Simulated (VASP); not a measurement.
# Ti2In (Fm-3m) in VASP: further runs, part 3 of 3

VASP 6.6.1.

## (5) Relaxation of cell and atoms, PBE, collinear spin

Contents of INCAR:

```
  PREC = Accurate
  ENCUT = 600
  EDIFF = 1E-6
  ISMEAR = 0
  SIGMA = 0.1
  LREAL = F
  LASPH = T
  NELM = 150
  ALGO = Normal
  ISIF = 3
  LWAVE = F
  LCHARG = F
  ISPIN = 2
  MAGMOM = 0.78 0.78 0
  LORBIT = 11
  LMAXMIX = 4
  GGA = PE
  IBRION = 2
  NSW = 100
  EDIFFG = -0.01
```

Contents of KPOINTS:

```
Automatic mesh
0
Gamma
  12 12 12
```

Contents of POSCAR:

```
Ti2In
1.0
    0.0000000000      3.2245061116      3.2245061116
    3.2245061116      0.0000000000      3.2245061116
    3.2245061116      3.2245061116      0.0000000000
Ti In
2 1
Direct
    0.7500000000      0.7500000000      0.7500000000
    0.2500000000      0.2500000000      0.2500000000
    0.5000000000      0.5000000000      0.5000000000
```

Potentials or basis: VASP PAW PBE potentials, release 64 (Ti_sv, In_d).

On the command line:

```bash
cat potpaw_PBE.64/Ti_sv/POTCAR potpaw_PBE.64/In_d/POTCAR > POTCAR
mpirun -np 1 vasp_std > vasp.out
```

OUTCAR:

```text
PREC = Accurate
   ENCUT = 600
   EDIFF = 1E-6
   ISMEAR = 0
   LREAL = F
   LASPH = T
   NELM = 150
   ISIF = 3
   ISPIN = 2
   LORBIT = 11
   GGA = PE
   IBRION = 2
   NSW = 100
   EDIFFG = -0.01

 ion  position               nearest neighbor table
   1  0.750  0.750  0.750-   3 2.79   3 2.79   3 2.79   3 2.79
   2  0.250  0.250  0.250-   3 2.79   3 2.79   3 2.79   3 2.79
   3  0.500  0.500  0.500-   2 2.79   2 2.79   2 2.79   1 2.79   1 2.79   1 2.79   2 2.79   1 2.79

  LATTYP: Found a face centered cubic cell.
 ALAT       =     6.4490122232

  Lattice vectors:

 A1 = (   0.0000000000,   3.2245061116,   3.2245061116)
 A2 = (   3.2245061116,   0.0000000000,   3.2245061116)
 A3 = (   3.2245061116,   3.2245061116,   0.0000000000)

Analysis of symmetry for initial positions (statically):
=====================================================================
 Subroutine PRICEL returns:
 Original cell was already a primitive cell.

 Routine SETGRP: Setting up the symmetry group for a
 face centered cubic supercell.

 Subroutine GETGRP returns: Found 48 space group operations
 (whereof 48 operations were pure point group operations)
 out of a pool of 48 trial point group operations.

The static configuration has the point symmetry O_h .

Analysis of symmetry for dynamics (positions and initial velocities):
=====================================================================
 Subroutine PRICEL returns:
 Original cell was already a primitive cell.

 Routine SETGRP: Setting up the symmetry group for a
 face centered cubic supercell.

 Subroutine GETGRP returns: Found 48 space group operations
 (whereof 48 operations were pure point group operations)
 out of a pool of 48 trial point group operations.

The dynamic configuration has the point symmetry O_h .

Analysis of structural, dynamic, and magnetic symmetry:
=====================================================================
 Subroutine PRICEL returns:
 Original cell was already a primitive cell.

 Routine SETGRP: Setting up the symmetry group for a
 face centered cubic supercell.

 Subroutine GETGRP returns: Found 48 space group operations
 (whereof 48 operations were pure point group operations)
 out of a pool of 48 trial point group operations.

The overall configuration has the point symmetry O_h .

 Subroutine INISYM returns: Found 48 space group operations
 (whereof 48 operations are pure point group operations),
 and found     1 'primitive' translations

----------------------------------------------------------------------------------------

                                     Primitive cell

  volume of cell :      67.0532

  direct lattice vectors                    reciprocal lattice vectors
     0.000000000  3.224506112  3.224506112    -0.155062507  0.155062507  0.155062507
     3.224506112  0.000000000  3.224506112     0.155062507 -0.155062507  0.155062507
     3.224506112  3.224506112  0.000000000     0.155062507  0.155062507 -0.155062507
[... 142 lines left out ...]
  -------------------------------------------------------------------------------------
  Total        0.0311815      0.0311815      0.0311815      0.0000000      0.0000000      0.0000000
  in kB        0.7450544      0.7450544      0.7450544      0.0000000      0.0000000      0.0000000
  external PRESSURE =       0.7450544 kB  Pullay stress =       0.0000000 kB

 VOLUME and BASIS-vectors are now :
 -----------------------------------------------------------------------------
  energy-cutoff  :      600.00
  volume of cell :       67.05
      direct lattice vectors                 reciprocal lattice vectors
     0.000000000  3.224506112  3.224506112    -0.155062507  0.155062507  0.155062507
     3.224506112  0.000000000  3.224506112     0.155062507 -0.155062507  0.155062507
     3.224506112  3.224506112  0.000000000     0.155062507  0.155062507 -0.155062507

 POSITION                                       TOTAL-FORCE (eV/Angst)
 -----------------------------------------------------------------------------------
      4.83676      4.83676      4.83676         0.000000     -0.000000      0.000000
      1.61225      1.61225      1.61225        -0.000000      0.000000     -0.000000
      3.22451      3.22451      3.22451         0.000000      0.000000     -0.000000
 -----------------------------------------------------------------------------------
    total drift:                                0.000000      0.000000      0.000000

  FREE ENERGIE OF THE ION-ELECTRON SYSTEM (eV)
  ---------------------------------------------------
  free  energy   TOTEN  =       -16.8783738239 eV

  energy  without entropy=      -16.8555210225  energy(sigma->0) =      -16.86694742

--------------------------------------- Ionic step        2  -------------------------------------------

 number of electron      37.0000002 magnetization       0.7776437

 Free energy of the ion-electron system (eV)
  ---------------------------------------------------
  ext. energy  EPLUGINS =         0.00000000
  ---------------------------------------------------
  free energy    TOTEN  =       -16.87837131 eV

  energy without entropy =      -16.85558859  energy(sigma->0) =      -16.86697995

 E-fermi :   6.6091     XC(G=0): -10.4162

 val. band max:        6.6039204824   @ k =   0.3333   0.1667   0.0833
 cond. band min:       6.6149812827   @ k =  -0.2500   0.2500   0.0833
 fundamental gap:      0.0110608003
 Fermi energy:         6.6090849659

 spin component 1

 k-point     1 :       0.0000    0.0000    0.0000
  band No.  band energies     occupation
      1     -50.6546      1.00000
      2     -50.6211      1.00000
      3     -26.9410      1.00000
      4     -26.9410      1.00000
      5     -26.9410      1.00000
      6     -26.8363      1.00000
[... 613 lines left out ...]
     22       7.6687      0.00000
     23       7.8382      0.00000

 [... further k-points ...]

 spin component 2

 k-point     1 :       0.0000    0.0000    0.0000
  band No.  band energies     occupation
      1     -50.3729      1.00000
      2     -50.3396      1.00000
      3     -26.6576      1.00000
      4     -26.6576      1.00000
      5     -26.6576      1.00000
      6     -26.5546      1.00000
[... 613 lines left out ...]
     22       7.8559      0.00000
     23       8.0273      0.00000

 [... further k-points ...]

------------------------ aborting loop because EDIFF is reached ----------------------------------------

  FORCE on cell =-STRESS in cart. coord.  units (eV):
  Direction    XX          YY          ZZ          XY          YZ          ZX
  --------------------------------------------------------------------------------------
  -------------------------------------------------------------------------------------
  Total       -0.0253951     -0.0253951     -0.0253951      0.0000000      0.0000000     -0.0000000
  in kB       -0.6058815     -0.6058815     -0.6058815      0.0000000      0.0000000     -0.0000000
  external PRESSURE =      -0.6058815 kB  Pullay stress =       0.0000000 kB

 VOLUME and BASIS-vectors are now :
 -----------------------------------------------------------------------------
  energy-cutoff  :      600.00
  volume of cell :       67.15
      direct lattice vectors                 reciprocal lattice vectors
     0.000000000  3.226122963  3.226122963    -0.154984793  0.154984793  0.154984793
     3.226122963 -0.000000000  3.226122963     0.154984793 -0.154984793  0.154984793
     3.226122963  3.226122963 -0.000000000     0.154984793  0.154984793 -0.154984793

 POSITION                                       TOTAL-FORCE (eV/Angst)
 -----------------------------------------------------------------------------------
      4.83918      4.83918      4.83918         0.000000     -0.000000     -0.000000
      1.61306      1.61306      1.61306        -0.000000      0.000000      0.000000
      3.22612      3.22612      3.22612         0.000000      0.000000      0.000000
 -----------------------------------------------------------------------------------
    total drift:                                0.000000      0.000000      0.000000

  FREE ENERGIE OF THE ION-ELECTRON SYSTEM (eV)
  ---------------------------------------------------
  free  energy   TOTEN  =       -16.8783713066 eV

  energy  without entropy=      -16.8555885930  energy(sigma->0) =      -16.86697995

 reached required accuracy - stopping structural energy minimisation

 total charge

# of ion       s       p       d       tot
------------------------------------------
    1        2.186   6.079   1.843  10.108
    2        2.186   6.079   1.843  10.108
    3        0.929   1.072   9.815  11.816
--------------------------------------------------
tot          5.300  13.230  13.501  32.031

 magnetization (x)

# of ion       s       p       d       tot
------------------------------------------
    1        0.003   0.006   0.291   0.300
    2        0.003   0.006   0.291   0.300
    3       -0.007  -0.023   0.009  -0.021
--------------------------------------------------
tot         -0.002  -0.011   0.592   0.579
```

OSZICAR:

```text
N       E                     dE             d eps       ncg     rms          rms(c)
DAV:   1     0.420602860830E+03    0.42060E+03   -0.21053E+04  6624   0.224E+03
DAV:   2     0.264442467344E+02   -0.39416E+03   -0.39044E+03  6701   0.568E+02
DAV:   3    -0.149936755246E+02   -0.41438E+02   -0.41019E+02 11350   0.172E+02
[... 19 lines left out ...]
DAV:   6    -0.168783960597E+02   -0.68944E-05   -0.13943E-05  9719   0.142E-02    0.130E-02
DAV:   7    -0.168784055993E+02   -0.95396E-05   -0.19356E-05  9396   0.204E-02    0.120E-02
DAV:   8    -0.168784130887E+02   -0.74894E-05   -0.10238E-05  8045   0.133E-02    0.133E-02
DAV:   9    -0.168783732374E+02    0.39851E-04   -0.56306E-04  9082   0.933E-02    0.117E-02
DAV:  10    -0.168783711807E+02    0.20567E-05   -0.88200E-05 10757   0.426E-02    0.678E-03
DAV:  11    -0.168783713066E+02   -0.12589E-06   -0.18275E-06  6063   0.876E-03
   2 F= -.16878371E+02 E0= -.16866980E+02  d E =0.251735E-05  mag=     0.7758
```

Wall time 5.4 min (1 thread of Oxide Virtual Turin-like, shared host); peak memory 0.35 GiB.

What came out:

| Property | Result |
| --- | --- |
| Free energy | -16.8784 eV |
| Relaxed volume | 22.38 Å³/atom |
| Relaxed cell | a = 4.562 Å, b = 4.562 Å, c = 4.562 Å, α = 60.00°, β = 60.00°, γ = 60.00° |
| Space group after relaxing (to 0.1 Å) | Fm-3m (No. 225) |
| Ionic steps | 2 |
| Pressure after relaxing | -0.1 GPa |
| Net moment | 0.78 μB per cell |
| Site moments | Ti +0.30; In -0.02 μB |
| Valence electrons inside the program's atomic spheres | Ti 10.11; In 11.82 |

Final structure:
```yaml
crystal:
  lattice:
    - [0.00000, 3.22612, 3.22612]
    - [3.22612, 0.00000, 3.22612]
    - [3.22612, 3.22612, 0.00000]
  atoms:
    - { symbol: Ti, position: [0.75000, 0.75000, 0.75000] }
    - { symbol: Ti, position: [0.25000, 0.25000, 0.25000] }
    - { symbol: In, position: [0.50000, 0.50000, 0.50000] }
```

Caveat: spin-orbit coupling is left out, which moves the levels of the heavy elements.

## (6) Overview

| task | spin | cell | k mesh | cutoff (eV) | gap on the mesh (eV) | pressure (GPa) | moment (μB) | relaxed volume (Å³/atom) |
| --- | --- | --- | --- | --- | --- | --- | --- | --- |
| single point | off | a = 4.560 Å, angles 60.0°, 3 atoms | 6 × 6 × 6 | 520 | none | -0.3 | - | - |
| relaxation of cell and atoms | off | relaxed from a = 4.482 Å, angles 60.0°, 3 atoms | 6 × 6 × 6 | 600 | none | 0.1 | - | 22.24 |
| single point | collinear | a = 4.560 Å, angles 60.0°, 3 atoms | 6 × 6 × 6 | 520 | none | 0.0 | 0.73 | - |
| relaxation of cell and atoms | collinear | relaxed from a = 4.560 Å, angles 60.0°, 3 atoms | 12 × 12 × 12 | 600 | none | -0.1 | 0.78 | 22.38 |

Alike in all rows: level PBE; potentials or basis VASP PAW PBE potentials, release 64 (Ti_sv, In_d); smearing gaussian 0.1 eV.

Caveats: spin-orbit coupling is left out, which moves the levels of the heavy elements.

Total energies depend on the potentials used, so only differences within one code and one set of settings carry meaning.
